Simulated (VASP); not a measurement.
# CaSe (Fm-3m) in VASP: single point with PBEsol

Aim: the single point of CaSe with PBEsol.

Everything below comes from runs of VASP 6.6.1. Logs are shortened: lines on timing, memory, paths and dates and some standing lists are left out, and cuts for length are marked.

### Step 1. The cell of the first run

It takes space group Fm-3m (No. 225, cubic). The conventional cell has a = 5.868 Å, b = 5.868 Å, c = 5.868 Å, α = 90.00°, β = 90.00°, γ = 90.00°. Ca (site symmetry m-3m) has 6 Se at 2.93 Å within 3.9 Å. Within 3.9 Å of Se (site symmetry m-3m) lie 6 Ca at 2.93 Å.

### Step 2. Single point, PBEsol

File INCAR:

```
PREC     = Accurate       # precision mode
ENCUT    = 500            # plane-wave cutoff, eV
EDIFF    = 1E-6           # SCF threshold, eV
ISMEAR   = 0              # smearing method
SIGMA    = 0.02           # smearing width, eV
LREAL    = False          # projectors in reciprocal space
LASPH    = True           # aspherical terms in the spheres
NELM     = 120            # most SCF steps
ALGO     = Normal         # electronic algorithm
ISIF     = 2              # what is computed and relaxed
LWAVE    = False          # write WAVECAR
LCHARG   = False          # write CHGCAR
GGA      = PS             # functional
NBANDS   = 15             # bands
GGA_COMPAT= False
```

File KPOINTS:

```
regular mesh
0
Gamma
  8 8 8
```

File POSCAR:

```
CaSe
1.0
    0.0000000000      2.9340217000      2.9340217000
    2.9340217000      0.0000000000      2.9340217000
    2.9340217000      2.9340217000      0.0000000000
Ca Se
1 1
Direct
    0.0000000000      0.0000000000      0.0000000000
    0.5000000000      0.5000000000      0.5000000000
```

Potentials or basis: VASP PAW PBE potentials, release 64 (Ca_sv, Se).

Started as:

```console
$ cat potpaw_PBE.64/Ca_sv/POTCAR potpaw_PBE.64/Se/POTCAR > POTCAR
$ mpirun -np 1 vasp_std > vasp.out
```

OUTCAR:

```text
PREC = Accurate
   ENCUT = 500
   EDIFF = 1E-6
   ISMEAR = 0
   LREAL = False
   LASPH = True
   NELM = 120
   ISIF = 2
   GGA = PS

 ion  position               nearest neighbor table
   1  0.000  0.000  0.000-   2 2.93   2 2.93   2 2.93   2 2.93   2 2.93   2 2.93
   2  0.500  0.500  0.500-   1 2.93   1 2.93   1 2.93   1 2.93   1 2.93   1 2.93

  LATTYP: Found a face centered cubic cell.
 ALAT       =     5.8680434000

  Lattice vectors:

 A1 = (   0.0000000000,   2.9340217000,   2.9340217000)
 A2 = (   2.9340217000,   0.0000000000,   2.9340217000)
 A3 = (   2.9340217000,   2.9340217000,   0.0000000000)

Analysis of symmetry for initial positions (statically):
=====================================================================
 Subroutine PRICEL returns:
 Original cell was already a primitive cell.

 Routine SETGRP: Setting up the symmetry group for a
 face centered cubic supercell.

 Subroutine GETGRP returns: Found 48 space group operations
 (whereof 48 operations were pure point group operations)
 out of a pool of 48 trial point group operations.

The static configuration has the point symmetry O_h .

Analysis of symmetry for dynamics (positions and initial velocities):
=====================================================================
 Subroutine PRICEL returns:
 Original cell was already a primitive cell.

 Routine SETGRP: Setting up the symmetry group for a
 face centered cubic supercell.

 Subroutine GETGRP returns: Found 48 space group operations
 (whereof 48 operations were pure point group operations)
 out of a pool of 48 trial point group operations.

The dynamic configuration has the point symmetry O_h .

 Subroutine INISYM returns: Found 48 space group operations
 (whereof 48 operations are pure point group operations),
 and found     1 'primitive' translations

----------------------------------------------------------------------------------------

                                     Primitive cell

  volume of cell :      50.5150

  direct lattice vectors                    reciprocal lattice vectors
     0.000000000  2.934021700  2.934021700    -0.170414554  0.170414554  0.170414554
     2.934021700  0.000000000  2.934021700     0.170414554 -0.170414554  0.170414554
     2.934021700  2.934021700  0.000000000     0.170414554  0.170414554 -0.170414554

  length of vectors
     4.149333280  4.149333280  4.149333280     0.295166666  0.295166666  0.295166666

  position of ions in fractional coordinates (direct lattice)
     0.000000000  0.000000000  0.000000000
     0.500000000  0.500000000  0.500000000

  ion indices of the primitive-cell ions
   primitive index   ion index
                 1           1
                 2           2

----------------------------------------------------------------------------------------

 KPOINTS: regular mesh

Automatic generation of k-mesh.
 Grid dimensions read from file:
 generate k-points for:    8    8    8

 Generating k-lattice:

  Cartesian coordinates                     Fractional coordinates (reciprocal lattice)
    -0.021301819  0.021301819  0.021301819     0.125000000  0.000000000  0.000000000
     0.021301819 -0.021301819  0.021301819     0.000000000  0.125000000  0.000000000
     0.021301819  0.021301819 -0.021301819     0.000000000  0.000000000  0.125000000

  Length of vectors
     0.036895833  0.036895833  0.036895833

  Shift w.r.t. Gamma in fractional coordinates (k-lattice)
     0.000000000  0.000000000  0.000000000

 Subroutine IBZKPT returns following result:
 ===========================================

 Found     29 irreducible k-points:

 Following reciprocal coordinates:
            Coordinates               Weight
  0.000000  0.000000  0.000000      1.000000
  0.125000  0.000000  0.000000      8.000000
  0.250000  0.000000  0.000000      8.000000
  0.375000  0.000000  0.000000      8.000000
  0.500000  0.000000  0.000000      4.000000
  0.125000  0.125000  0.000000      6.000000
[... 16 lines left out ...]
  0.500000  0.250000  0.125000     48.000000
 -0.375000  0.250000  0.125000     24.000000
 [... further k-points ...]
   k-points           NKPTS =     29   k-points in BZ     NKDIM =     29   number of bands    NBANDS=     15
   number of dos      NEDOS =    301   number of ions     NIONS =      2
   total plane-waves  NPLWV =  27000
   dimension x,y,z NGX =    30 NGY =   30 NGZ =   30
   dimension x,y,z NGXF=    60 NGYF=   60 NGZF=   60
   ions per type =               1   1
   NGX,Y,Z   is equivalent  to a cutoff of  12.02, 12.02, 12.02 a.u.
   NGXF,Y,Z  is equivalent  to a cutoff of  24.04, 24.04, 24.04 a.u.
 SYSTEM =  unknown system
   PREC   = accura    normal or accurate (medium, high low for compatibility)
   ISTART =      0    job   : 0-new  1-cont  2-samecut
   ICHARG =      2    charge: 1-file 2-atom 10-const
   ISPIN  =      1    spin polarized calculation?
   LNONCOLLINEAR =      F non collinear calculations
   LSORBIT =      F    spin-orbit coupling
   LASPH  =      T    aspherical Exc in radial PAW
   ENCUT  =  500.0 eV  36.75 Ry    6.06 a.u.   7.57  7.57  7.57*2*pi/ulx,y,z
   NELM   =    120;   NELMIN=  2; NELMDL= -5     # of ELM steps
   EDIFF  = 0.1E-05   stopping-criterion for ELM
   LREAL  =      F    real-space projection
   EDIFFG = 0.1E-04   stopping-criterion for IOM
   NSW    =      0    number of steps for IOM
   IBRION =     -1    ionic relax: 0-MD 1-quasi-New 2-CG
   NFREE  =      0    steps in history (QN), initial steepest desc. (CG)
   ISIF   =      2    stress and relaxation
   ISYM   =      2    0-nonsym 1-usesym 2-fastsym
   POTIM  = 0.5000    time-step for ionic-motion
   TEBEG  =    0.0;   TEEND  =   0.0 temperature during run
   PSTRESS=    0.0 pullay stress
   NELECT =      16.0000    total number of electrons
   NUPDOWN=      -1.0000    fix difference up-down
   EMIN   =  10.00;   EMAX   =-10.00  energy-range for DOS
   EFERMI =   0.00;   METHOD = LEGACY
   ISMEAR =     0;   SIGMA  =   0.02  broadening in eV -4-tet -1-fermi 0-gaus
   EFERMI_NEDOS =   21; number of points for ismear=-14 and -15
   IALGO  =     38    algorithm
   IMIX   =      4    mixing-type and parameters
     AMIX     =   0.40;   BMIX     =  1.00
     AMIX_MAG =   1.60;   BMIX_MAG =  1.00
  volume/ion in A,a.u.               =      25.26       170.45
  Fermi-wavevector in a.u.,A,eV,Ry     =   1.115942  2.108824 16.943687  1.245326
  Thomas-Fermi vector in A             =   2.252551
   LORBIT       =      0    0 simple, 1 ext, 2 COOP (PROOUT), +10 PAW based schemes
   GGA     = PS    functional components
   LHFCALC =     F    Hartree Fock is set to
   AEXX    =    0.0000 exact exchange contribution
   IVDW    =     0    specifies the selected vdW correction
   LEPSILON=     F    determine dielectric tensor
   LRPA    =     F    only Hartree local field effects (RPA)
 non-spin polarized calculation
 Gauss-broadening in eV      SIGMA  =   0.02
  energy-cutoff  :      500.00
  volume of cell :       50.51
 maximum number of plane-waves:      1303
   NGX = 15   NGY = 15   NGZ = 15

 number of electron      15.9999995 magnetization

 Free energy of the ion-electron system (eV)
  ---------------------------------------------------
  ext. energy  EPLUGINS =         0.00000000
  ---------------------------------------------------
  free energy    TOTEN  =       -10.07368489 eV

  energy without entropy =      -10.07368489  energy(sigma->0) =      -10.07368489

 E-fermi :   2.6480     XC(G=0):  -9.4297

 val. band max:        2.5113792153   @ k =   0.0000   0.0000   0.0000
 cond. band min:       4.3764971564   @ k =   0.5000   0.5000   0.0000
 fundamental gap:      1.8651179412
 Fermi energy:         2.6480094279

 k-point     1 :       0.0000    0.0000    0.0000
  band No.  band energies     occupation
      1     -36.9582      2.00000
      2     -18.0375      2.00000
      3     -18.0375      2.00000
      4     -18.0375      2.00000
      5      -9.3990      2.00000
      6       2.5114      2.00000
      7       2.5114      2.00000
      8       2.5114      2.00000
      9       5.8231      0.00000
     10       6.1473      0.00000
     11       6.1473      0.00000
     12       6.1473      0.00000
     13       6.7733      0.00000
     14       6.7733      0.00000
     15      12.0789      0.00000

 k-point     2 :       0.1250    0.0000    0.0000
  band No.  band energies     occupation
      1     -36.9570      2.00000
      2     -18.0577      2.00000
      3     -18.0388      2.00000
      4     -18.0388      2.00000
      5      -9.2986      2.00000
      6       1.7030      2.00000
      7       2.2541      2.00000
      8       2.2541      2.00000
      9       6.0555      0.00000
     10       6.3704      0.00000
     11       6.3704      0.00000
     12       6.8284      0.00000
     13       7.2014      0.00000
     14       7.2014      0.00000
     15      12.3306      0.00000

 k-point     3 :       0.2500    0.0000    0.0000
  band No.  band energies     occupation
      1     -36.9542      2.00000
      2     -18.1056      2.00000
      3     -18.0420      2.00000
      4     -18.0420      2.00000
      5      -9.0435      2.00000
      6       0.4142      2.00000
      7       1.7660      2.00000
      8       1.7660      2.00000
      9       6.1560      0.00000
     10       6.9134      0.00000
     11       6.9134      0.00000
     12       8.2429      0.00000
     13       8.2429      0.00000
     14       8.2881      0.00000
     15      11.9758      0.00000

 k-point     4 :       0.3750    0.0000    0.0000
  band No.  band energies     occupation
      1     -36.9513      2.00000
      2     -18.1524      2.00000
      3     -18.0451      2.00000
      4     -18.0451      2.00000
      5      -8.7658      2.00000
      6      -0.5585      2.00000
      7       1.3837      2.00000
      8       1.3837      2.00000
      9       6.5261      0.00000
     10       7.6289      0.00000
     11       7.6289      0.00000
     12       8.5290      0.00000
     13       9.3901      0.00000
     14       9.3901      0.00000
     15      11.5859      0.00000
[... 307 lines left out ...]
 k-point    22 :       0.3750    0.2500    0.1250
  band No.  band energies     occupation
      1     -36.9521      2.00000
      2     -18.1125      2.00000
      3     -18.0635      2.00000
      4     -18.0477      2.00000
      5      -8.9158      2.00000
      6       0.0894      2.00000
      7       1.4989      2.00000
      8       1.5564      2.00000
      9       5.8397      0.00000
     10       7.1980      0.00000
     11       7.6920      0.00000
     12       7.7085      0.00000
     13       8.4047      0.00000
     14      10.1580      0.00000
     15      11.2452      0.00000

 k-point    23 :       0.5000    0.2500    0.1250
  band No.  band energies     occupation
      1     -36.9498      2.00000
      2     -18.1359      2.00000
      3     -18.0734      2.00000
      4     -18.0532      2.00000
      5      -8.7389      2.00000
      6      -0.2992      2.00000
      7       1.0008      2.00000
      8       1.3031      2.00000
      9       6.3319      0.00000
     10       7.7424      0.00000
     11       8.0462      0.00000
     12       8.2264      0.00000
     13       8.6707      0.00000
     14      10.3701      0.00000
     15      10.6462      0.00000

 k-point    24 :      -0.3750    0.2500    0.1250
  band No.  band energies     occupation
      1     -36.9488      2.00000
      2     -18.1461      2.00000
      3     -18.0755      2.00000
      4     -18.0569      2.00000
      5      -8.6630      2.00000
      6      -0.4466      2.00000
      7       0.8005      2.00000
      8       1.2094      2.00000
      9       6.9440      0.00000
     10       7.2462      0.00000
     11       8.2842      0.00000
     12       8.5737      0.00000
     13       8.9316      0.00000
     14       9.7926      0.00000
     15      11.2612      0.00000

 [... further k-points ...]

------------------------ aborting loop because EDIFF is reached ----------------------------------------

  FORCE on cell =-STRESS in cart. coord.  units (eV):
  Direction    XX          YY          ZZ          XY          YZ          ZX
  --------------------------------------------------------------------------------------
  -------------------------------------------------------------------------------------
  Total        0.0647602      0.0647602      0.0647602      0.0000000      0.0000000     -0.0000000
  in kB        2.0539934      2.0539934      2.0539934      0.0000000      0.0000000     -0.0000000
  external PRESSURE =       2.0539934 kB  Pullay stress =       0.0000000 kB

 VOLUME and BASIS-vectors are now :
 -----------------------------------------------------------------------------
  energy-cutoff  :      500.00
  volume of cell :       50.51
      direct lattice vectors                 reciprocal lattice vectors
     0.000000000  2.934021700  2.934021700    -0.170414554  0.170414554  0.170414554
     2.934021700  0.000000000  2.934021700     0.170414554 -0.170414554  0.170414554
     2.934021700  2.934021700  0.000000000     0.170414554  0.170414554 -0.170414554

 POSITION                                       TOTAL-FORCE (eV/Angst)
 -----------------------------------------------------------------------------------
      0.00000      0.00000      0.00000        -0.000000     -0.000000      0.000000
      2.93402      2.93402      2.93402         0.000000      0.000000     -0.000000
 -----------------------------------------------------------------------------------
    total drift:                               -0.000000      0.000000      0.000000

  FREE ENERGIE OF THE ION-ELECTRON SYSTEM (eV)
  ---------------------------------------------------
  free  energy   TOTEN  =       -10.0736848871 eV

  energy  without entropy=      -10.0736848871  energy(sigma->0) =      -10.07368489
```

Wall time 36 s (1 thread of Intel Xeon 8259CL, shared host); peak memory 0.15 GiB.

Results:

```yaml
Free_energy: -10.0737 eV
Pressure: 0.2 GPa
Band_gap_on_the_k_mesh: 1.87 eV (least direct gap 2.84 eV)
```

Caveat: the PAW data sets were made with another functional, which shifts forces and pressure a little. A k mesh can miss the band edges.
